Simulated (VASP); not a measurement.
Runs of VASP 6.6.1 on Pd3PbC. The structure is that of space group Pm-3m (No. 221), or close to it. The cells are those of the table. 

```csv
cell,gap on the mesh (eV),pressure (GPa)
"a = 4.383 Å, 5 atoms",none,(b)
"a = 4.270 Å, 5 atoms",none,1.8
"a = 4.356 Å, 5 atoms",none,-5.8
"a = 4.327 Å, 5 atoms",none,(a)
"a = 4.211 Å, 5 atoms",none,8.8
"a = 4.299 Å, 5 atoms",none,-1.0
"a = 4.241 Å, 5 atoms",none,5.1
```

Alike in all rows: task single point; level PBE; potentials or basis VASP PAW PBE potentials, release 64 (Pd, Pb_d, C); no spin polarisation; k mesh 6 × 6 × 6; cutoff (eV) 520; smearing fermi-dirac 0.1 eV.

Q: Estimate the missing entries.

A: (a) -3.6; (b) -7.7.

Caveats: spin-orbit coupling is left out, which moves the levels of the heavy elements; the cell stands under tension (at least some runs); the cell stands under pressure (at least some runs).

A k mesh can miss the band edges, and the runs leave out spin-orbit coupling on Pb, Pd.

A gap of «none» marks levels without a gap at the run's occupations.
